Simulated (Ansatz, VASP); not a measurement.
## In2O3 in VASP and in Ansatz

```xyz
10
Lattice="2.7538 1.5899 4.8058 -2.7538 1.5899 4.8058 0.0000 -3.1798 4.8058" Properties=species:S:1:pos:R:3 pbc="T T T"
In    0.0000    0.0000   12.3650
In    0.0000    0.0000    5.1563
In    0.0000    0.0000    2.0524
In    0.0000    0.0000    9.2611
O     1.1216   -1.5899    6.0072
O    -1.9377   -0.1764    6.0072
O    -1.1216    1.5899    8.4101
O    -0.8161   -1.7663    8.4101
O     1.9377    0.1764    8.4101
O     0.8161    1.7663    6.0072
```

Change from the starting cell: uniaxial_z strain -1.0%.

Alike in both runs: task single point; functional PBE; k mesh 6 × 6 × 6; occupations fermi-dirac, width 0.02 eV; no spin polarisation.

```csv
,VASP,Ansatz
version,VASP 6.6.1,Ansatz 0.2.0
potentials or method,"VASP PAW PBE potentials, release 64 (In_d, O)","plane waves, PAW"
plane-wave cutoff (eV),520,420
valence electrons in the cell,88,88
```

|  | VASP | Ansatz | Ansatz less VASP |
| --- | --- | --- | --- |
| gap on the k mesh at the Fermi level (eV) | 1.26 | 1.27 | +0.007 |
| pressure (GPa) | 8.5 | 8.0 | -0.51 |
| traceless stress, the component that is largest in VASP (GPa) | 0.09 | 0.21 | +0.119 |
| rms of the force components (eV/Å) | 0.037 | 0.041 | +0.0035 |

Atom by atom the forces differ by 0.006 eV/Å (rms over components).
